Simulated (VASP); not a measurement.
# Si8O17 (a cell with a defect) in VASP: notebook, part 2 of 2

VASP 6.6.1. Earlier steps stand in the parts before.

**4. Single point, PBE, collinear spin, zero start**

INCAR reads:

```
SYSTEM = Si8O17
PREC = Accurate
ENCUT = 520
EDIFF = 1E-7
ISMEAR = 0
SIGMA = 0.05
LREAL = Auto
LASPH = .True.
NELM = 150
ALGO = Normal
ISIF = 2
LWAVE = .False.
LCHARG = .False.
ISPIN = 2
MAGMOM = 0 0 0 0 0 0 0 0 0 0 0 0 0 0 0 0 0 0 0 0 0 0 0 0 0
LORBIT = 11
GGA = PE
NBANDS = 89
```

KPOINTS reads:

```
regular mesh
0
Gamma
  2 2 2
  0 0 0
```

POSCAR reads:

```
Si8O17
1.0
   -4.1773000000     -4.1773000000      0.0000000000
    4.1773000000     -4.1773000000      0.0000000000
    0.0000000000      0.0000000000      5.3310000000
Si O
8 17
Direct
    0.4972613889      0.4892224643      0.0179628588
   -0.0048118402      0.4972500180      0.2516953667
    0.4882611974      0.5095275657      0.4944440068
   -0.0078374788      0.4999153760      0.7509292816
   -0.0147515141      0.0045346276     -0.0024350028
    0.4884987911      0.0026936059      0.2443560308
   -0.0128652479      0.0033866373      0.4959864941
    0.4787029900      0.0320458191      0.7394066779
    0.1952948077      0.5042513107     -0.0008217970
   -0.0128057597      0.1938992890      0.2486141437
    0.8124962296      0.4757725086      0.0121470643
   -0.0142296459      0.8065426232      0.2460577753
    0.1810746176      0.4937306394      0.4950219471
   -0.0092589711      0.1962888708      0.7464445695
    0.7946392407      0.5021043497      0.4991639467
   -0.0069487468      0.8082562899      0.7483142000
    0.6799200440      0.0283206856     -0.0037846558
    0.4904018146      0.6990990592      0.2509870568
    0.2939053934      0.0120149379     -0.0031995873
    0.4923065138      0.3085406842      0.2573761020
    0.6806797453      0.0076059895      0.4993753517
    0.6070212817      0.6830897948      0.8316527856
    0.2871130874      0.0310347593      0.4832198462
    0.4847241041      0.3221226630      0.7468399925
    0.4136275824      0.7422659373      0.6857388858
```

The run is started by

```console
cat potpaw_PBE.64/Si/POTCAR potpaw_PBE.64/O/POTCAR > POTCAR
mpirun -np 1 vasp_std > vasp.out
```

It took 4.9 min on 1 thread of Intel Xeon Platinum 8488C (Sapphire Rapids), shared host; peak memory 0.43 GiB.

It converged, with:

```yaml
Free_energy: -183.5733 eV
Pressure: 26.8 GPa
Largest_force: 0.338 eV/Å
Band_gap_on_the_k_mesh: 5.25 eV
Net_moment: 0.00 μB per cell
Valence_electrons_inside_the_program's_atomic_spheres: Si 1.57, 1.51, 1.48, 1.45, 1.47, 1.49; O 5.23, 5.28, 5.26, 5.24, 5.27, 5.25, 5.30, 5.16, 5.29
```

Forces in eV/Å, atoms in the order of the input:
```
Si  -0.019  0.013 -0.002
Si  -0.005 -0.004  0.010
Si   0.000  0.020  0.025
Si   0.008 -0.003 -0.002
Si   0.000  0.000 -0.010
Si   0.000  0.011  0.006
Si  -0.004  0.002  0.014
Si   0.016 -0.003  0.002
O   -0.011 -0.013  0.005
O    0.021 -0.017 -0.005
O    0.042  0.020 -0.021
O   -0.017  0.017 -0.002
O   -0.012 -0.019  0.003
O    0.011 -0.010 -0.001
O    0.012  0.005 -0.005
O   -0.011  0.013 -0.003
O   -0.009 -0.002 -0.012
O    0.024 -0.023 -0.011
O    0.008  0.012 -0.001
O   -0.029  0.026  0.006
O   -0.020 -0.013  0.000
O   -0.251 -0.143  0.176
O    0.009  0.020  0.000
O   -0.001 -0.009  0.010
O    0.238  0.099 -0.182
```

Stress tensor (GPa, compression positive):
```
27.31 -4.54 -6.82
-4.54 21.05 -1.09
-6.82 -1.09 32.14
```

Levels at points of the mesh, in eV from the valence-band top:
Spin up:
```csv
k point,band 63,band 64,band 65,band 66,band 67,band 68,band 69,band 70,band 71,band 72
"(0.00, 0.00, 0.00)",-1.43,-0.95,-0.78,-0.55,-0.12,5.29,5.70,6.78,6.90,7.44
"(0.50, 0.00, 0.00)",-1.42,-1.07,-0.88,-0.47,-0.36,5.27,6.60,6.81,7.68,7.75
"(0.00, 0.50, 0.00)",-1.42,-1.14,-1.13,-0.84,-0.09,5.41,6.81,6.90,7.56,7.72
"(0.50, 0.50, 0.00)",-1.29,-1.21,-0.92,-0.50,-0.49,5.35,7.47,7.64,7.79,7.94
"(0.00, 0.00, 0.50)",-1.37,-1.00,-0.74,-0.51,-0.07,5.32,7.17,7.64,7.73,8.22
"(0.50, 0.00, 0.50)",-1.00,-0.96,-0.92,-0.48,-0.06,5.25,7.47,7.71,7.88,8.25
"(0.00, 0.50, 0.50)",-1.12,-0.87,-0.77,-0.68,-0.10,5.37,7.46,7.87,7.98,8.26
"(0.50, 0.50, 0.50)",-1.42,-1.35,-1.01,-0.28,0.00,5.29,8.29,8.73,8.80,8.97
```
Spin down:
| k point | band 65 | band 66 | band 67 | band 68 | band 69 | band 70 |
| --- | --- | --- | --- | --- | --- | --- |
| (0.00, 0.00, 0.00) | -0.78 | -0.55 | -0.12 | 5.29 | 5.70 | 6.78 |
| (0.50, 0.00, 0.00) | -0.88 | -0.47 | -0.36 | 5.27 | 6.60 | 6.81 |
| (0.00, 0.50, 0.00) | -1.13 | -0.84 | -0.09 | 5.41 | 6.81 | 6.90 |
| (0.50, 0.50, 0.00) | -0.92 | -0.50 | -0.49 | 5.35 | 7.47 | 7.64 |
| (0.00, 0.00, 0.50) | -0.74 | -0.51 | -0.07 | 5.32 | 7.17 | 7.64 |
| (0.50, 0.00, 0.50) | -0.92 | -0.48 | -0.06 | 5.25 | 7.47 | 7.71 |
| (0.00, 0.50, 0.50) | -0.77 | -0.68 | -0.10 | 5.37 | 7.46 | 7.87 |
| (0.50, 0.50, 0.50) | -1.01 | -0.28 | 0.00 | 5.29 | 8.29 | 8.73 |

Caveat: the k points lie up to 0.59 Å⁻¹ apart.

**5. Single point, PBE, collinear spin, zero start**

INCAR reads:

```
  PREC = Accurate
  ENCUT = 520
  EDIFF = 1E-6
  ISMEAR = 0
  SIGMA = 0.05
  LREAL = Auto
  LASPH = T
  NELM = 150
  ALGO = Normal
  ISIF = 2
  LWAVE = F
  LCHARG = F
  ISPIN = 2
  MAGMOM = 0 0 0 0 0 0 0 0 0 0 0 0 0 0 0 0 0 0 0 0 0 0 0 0 0
  LORBIT = 11
  GGA = PE
  NBANDS = 89
```

KPOINTS reads:

```
Automatic mesh
0
Gamma
  2 2 2
```

POSCAR reads:

```
Si8O17
1.0
   -4.1773000000     -4.1773000000      0.0000000000
    4.1773000000     -4.1773000000      0.0000000000
    0.0000000000      0.0000000000      5.3310000000
Si O
8 17
Direct
    0.5156396476      0.4949559524     -0.0020431439
    0.0124087329      0.4970270270      0.2447651473
    0.5138055682      0.4961240514      0.4963873570
    0.0222320638      0.4673308118      0.7397158132
    0.0036752208      0.0104398774      0.0184892140
    0.5057588634      0.0021787997      0.2521249297
    0.0127431595     -0.0099169320      0.4948234853
    0.5087898882     -0.0004270701      0.7513355843
    0.2070017715      0.4876268164     -0.0028709435
    0.0086215977      0.1911083714      0.2578043519
    0.8209682091      0.4712365643     -0.0034402551
    0.0105827927      0.8005207909      0.2514331270
    0.2138314222      0.4684942427      0.4836199587
    0.0162069997      0.1774039451      0.7472380416
    0.8201862447      0.4919409667      0.4998045395
   -0.1058886123      0.8165957676      0.8324001125
    0.6884646781      0.0235957437      0.0125803789
    0.5151376487      0.6929367055      0.2464815232
    0.3056117588     -0.0047743758     -0.0004800225
    0.5137251335      0.3055495176      0.2489945601
    0.7063509923     -0.0026919302      0.4996443444
    0.5079131257      0.6912731908      0.7486801726
    0.3198271611      0.0058152395      0.4954498218
    0.5101773873      0.3032298375      0.7468534984
    0.0869819022      0.7571985493      0.6859039580
```

The run is started by

```console
cat potpaw_PBE.64/Si/POTCAR potpaw_PBE.64/O/POTCAR > POTCAR
mpirun -np 1 vasp_std > vasp.out
```

It took 4.5 min on 1 thread of Intel Xeon Platinum 8488C (Sapphire Rapids), shared host; peak memory 0.43 GiB.

The run converged. Its results:

| Property | Result |
| --- | --- |
| Free energy | -183.5732 eV |
| Pressure | 26.9 GPa |
| Largest force | 0.328 eV/Å |
| Band gap on the k mesh | 5.26 eV |
| Net moment | 0.00 μB per cell |
| Valence electrons inside the program's atomic spheres | Si 1.47, 1.48, 1.49, 1.57, 1.51, 1.45; O 5.24, 5.30, 5.28, 5.27, 5.29, 5.16, 5.23, 5.26 |

Forces on the atoms (eV/Å):
```
Si   0.000 -0.005 -0.012
Si  -0.001 -0.005 -0.004
Si   0.001 -0.001  0.015
Si   0.008 -0.014  0.012
Si   0.010 -0.025 -0.008
Si   0.009  0.001  0.007
Si  -0.003 -0.011  0.031
Si  -0.011  0.006  0.001
O   -0.009 -0.009  0.002
O    0.027 -0.027  0.011
O    0.005 -0.001 -0.007
O   -0.025  0.025 -0.010
O   -0.002 -0.018 -0.005
O    0.002  0.003  0.010
O    0.012  0.016 -0.011
O    0.235  0.177  0.145
O   -0.018 -0.026 -0.013
O    0.019 -0.016 -0.003
O    0.007  0.010  0.012
O   -0.015  0.014 -0.003
O   -0.008 -0.005 -0.008
O    0.011 -0.008  0.001
O    0.004  0.012  0.001
O   -0.014  0.014 -0.001
O   -0.243 -0.107 -0.164
```

Stress tensor (GPa, compression positive):
```
27.29 -4.57  6.85
-4.57 21.08  1.07
 6.85  1.07 32.21
```

Levels at points of the mesh, in eV from the valence-band top:
Spin up:
| k point | band 65 | band 66 | band 67 | band 68 | band 69 | band 70 |
| --- | --- | --- | --- | --- | --- | --- |
| (0.00, 0.00, 0.00) | -0.78 | -0.56 | -0.13 | 5.29 | 5.70 | 6.78 |
| (0.50, 0.00, 0.00) | -0.88 | -0.47 | -0.36 | 5.28 | 6.59 | 6.80 |
| (0.00, 0.50, 0.00) | -1.13 | -0.84 | -0.09 | 5.42 | 6.80 | 6.89 |
| (0.50, 0.50, 0.00) | -0.92 | -0.51 | -0.49 | 5.36 | 7.47 | 7.63 |
| (0.00, 0.00, 0.50) | -0.75 | -0.51 | -0.08 | 5.32 | 7.16 | 7.63 |
| (0.50, 0.00, 0.50) | -0.93 | -0.49 | -0.06 | 5.26 | 7.47 | 7.70 |
| (0.00, 0.50, 0.50) | -0.78 | -0.69 | -0.10 | 5.37 | 7.46 | 7.86 |
| (0.50, 0.50, 0.50) | -1.01 | -0.28 | 0.00 | 5.30 | 8.29 | 8.72 |
Spin down:
```tsv
k point	band 63	band 64	band 65	band 66	band 67	band 68	band 69	band 70	band 71	band 72
(0.00, 0.00, 0.00)	-1.44	-0.96	-0.78	-0.56	-0.13	5.29	5.70	6.78	6.89	7.44
(0.50, 0.00, 0.00)	-1.43	-1.08	-0.88	-0.47	-0.36	5.28	6.59	6.80	7.67	7.74
(0.00, 0.50, 0.00)	-1.43	-1.15	-1.13	-0.84	-0.09	5.42	6.80	6.89	7.56	7.72
(0.50, 0.50, 0.00)	-1.29	-1.22	-0.92	-0.51	-0.49	5.36	7.47	7.63	7.79	7.94
(0.00, 0.00, 0.50)	-1.38	-1.01	-0.75	-0.51	-0.08	5.32	7.16	7.63	7.72	8.21
(0.50, 0.00, 0.50)	-1.01	-0.97	-0.93	-0.49	-0.06	5.26	7.47	7.70	7.87	8.24
(0.00, 0.50, 0.50)	-1.13	-0.88	-0.78	-0.69	-0.10	5.37	7.46	7.86	7.97	8.25
(0.50, 0.50, 0.50)	-1.43	-1.36	-1.01	-0.28	0.00	5.30	8.29	8.72	8.80	8.96
```

Caveat: the k points lie up to 0.59 Å⁻¹ apart.

**6. Single point, PBE, collinear spin, zero start**

INCAR reads:

```
SYSTEM = Si8O17
ALGO = Normal
EDIFF = 1E-6
ENCUT = 520
GGA = PE
ISIF = 2
ISMEAR = 0
ISPIN = 2
LASPH = .True.
LCHARG = .False.
LORBIT = 11
LREAL = Auto
LWAVE = .False.
MAGMOM = 0 0 0 0 0 0 0 0 0 0 0 0 0 0 0 0 0 0 0 0 0 0 0 0 0
NBANDS = 89
NELM = 150
PREC = Accurate
SIGMA = 0.05
```

KPOINTS reads:

```
k-points
0
Gamma
  2 2 2
  0 0 0
```

POSCAR reads:

```
Si8O17
1.0
   -4.1773000000     -4.1773000000      0.0000000000
    4.1773000000     -4.1773000000      0.0000000000
    0.0000000000      0.0000000000      5.3310000000
Si O
8 17
Direct
    0.5176975558      0.4974335097      0.0011823298
    0.0174846193      0.4991093529      0.2503834177
    0.5174726498      0.4952966031      0.4975137873
    0.0279935604      0.4698023843      0.7486392797
   -0.0100529050      0.0113503938      0.0131134872
    0.4954128265      0.0041282647      0.2500097543
   -0.0101098796      0.0080458669      0.4950574001
    0.4958251742      0.0010479257      0.7495758769
    0.2156999737      0.4618716635      0.0142547364
   -0.0148610346      0.1948270414      0.2525241043
    0.8272260790      0.5050983889     -0.0029872444
    0.0080127116      0.8061203409      0.2530821609
    0.2187326742      0.4504419122      0.4825809417
   -0.0036306945      0.1924677423      0.7518232977
    0.8265009695      0.5050617624      0.5029349090
   -0.0660934096      0.8384468437      0.7607803414
    0.6864806215      0.0019104445      0.0045387357
    0.5044707107      0.6948484667      0.2504093041
    0.2987783975      0.0078285017      0.0008925155
    0.5323511598      0.3050892921      0.2479510411
    0.6880522108      0.0012154980      0.4959682986
    0.5144201997      0.6915733847      0.7490371412
    0.3017731549      0.0153120437      0.4975618083
    0.5200547004      0.3039993536      0.7507343838
    0.1414782276      0.7271311613      0.7255828175
```

Potentials or basis: VASP PAW PBE potentials, release 64 (Si, O).

The run is started by

```console
cat potpaw_PBE.64/Si/POTCAR potpaw_PBE.64/O/POTCAR > POTCAR
mpirun -np 1 vasp_std > vasp.out
```

Run time: 4.5 min. Hardware: 1 thread of Intel Xeon Platinum 8488C (Sapphire Rapids), shared host; peak memory 0.43 GiB.

Results (log left out):

```yaml
Free_energy: -183.3130 eV
Pressure: 26.9 GPa
Largest_force: 0.431 eV/Å
Band_gap_on_the_k_mesh: 4.86 eV
Net_moment: 0.00 μB per cell
Valence_electrons_inside_the_program's_atomic_spheres: Si 1.47, 1.48, 1.57, 1.52, 1.49, 1.45; O 5.26, 5.31, 5.23, 5.33, 5.24, 5.19, 5.28, 5.27, 5.22, 5.25, 5.14
```

Forces in eV/Å, atoms in the order of the input:
```
Si  -0.017 -0.035 -0.015
Si  -0.018 -0.022  0.004
Si  -0.024 -0.040  0.017
Si  -0.097  0.073  0.007
Si   0.028 -0.009 -0.005
Si   0.010  0.015 -0.002
Si   0.039  0.004  0.011
Si  -0.051 -0.017 -0.003
O   -0.052 -0.042 -0.003
O    0.021 -0.067  0.010
O   -0.005 -0.035 -0.013
O   -0.036  0.001  0.002
O   -0.056 -0.042  0.007
O   -0.022 -0.009  0.008
O   -0.009 -0.019  0.012
O    0.421  0.080  0.046
O    0.000 -0.020  0.017
O    0.002 -0.032  0.002
O   -0.017  0.050 -0.033
O   -0.032  0.000 -0.002
O    0.009 -0.017 -0.023
O    0.075  0.011  0.001
O   -0.017  0.063  0.034
O   -0.027 -0.016  0.002
O   -0.126  0.123 -0.082
```

Stress tensor (GPa, compression positive):
```
 32.97 -11.31   1.24
-11.31  23.50  -0.13
  1.24  -0.13  24.13
```

Levels at points of the mesh, in eV from the valence-band top:
Spin up:
```tsv
k point	band 65	band 66	band 67	band 68	band 69	band 70
(0.00, 0.00, 0.00)	-0.98	-0.36	-0.33	4.96	5.30	6.25
(0.50, 0.00, 0.00)	-1.06	-0.73	-0.25	4.86	6.43	6.72
(0.00, 0.50, 0.00)	-1.03	-0.77	0.00	5.00	6.04	6.61
(0.50, 0.50, 0.00)	-1.07	-0.64	-0.12	4.88	6.82	7.29
(0.00, 0.00, 0.50)	-1.17	-0.85	-0.16	5.19	7.09	7.23
(0.50, 0.00, 0.50)	-1.08	-0.67	-0.25	5.06	7.36	7.52
(0.00, 0.50, 0.50)	-1.08	-0.97	-0.12	5.18	7.19	7.48
(0.50, 0.50, 0.50)	-1.35	-0.77	-0.08	5.07	8.04	8.35
```
Spin down:
```
           k point  band 65  band 66  band 67  band 68  band 69  band 70
(0.00, 0.00, 0.00)    -0.98    -0.36    -0.33     4.96     5.30     6.25
(0.50, 0.00, 0.00)    -1.06    -0.73    -0.25     4.86     6.43     6.72
(0.00, 0.50, 0.00)    -1.03    -0.77     0.00     5.00     6.04     6.61
(0.50, 0.50, 0.00)    -1.07    -0.64    -0.12     4.88     6.82     7.29
(0.00, 0.00, 0.50)    -1.17    -0.85    -0.16     5.19     7.09     7.23
(0.50, 0.00, 0.50)    -1.08    -0.67    -0.25     5.06     7.36     7.52
(0.00, 0.50, 0.50)    -1.08    -0.97    -0.12     5.18     7.19     7.48
(0.50, 0.50, 0.50)    -1.35    -0.77    -0.08     5.07     8.04     8.35
```

Caveat: the k points lie up to 0.59 Å⁻¹ apart.
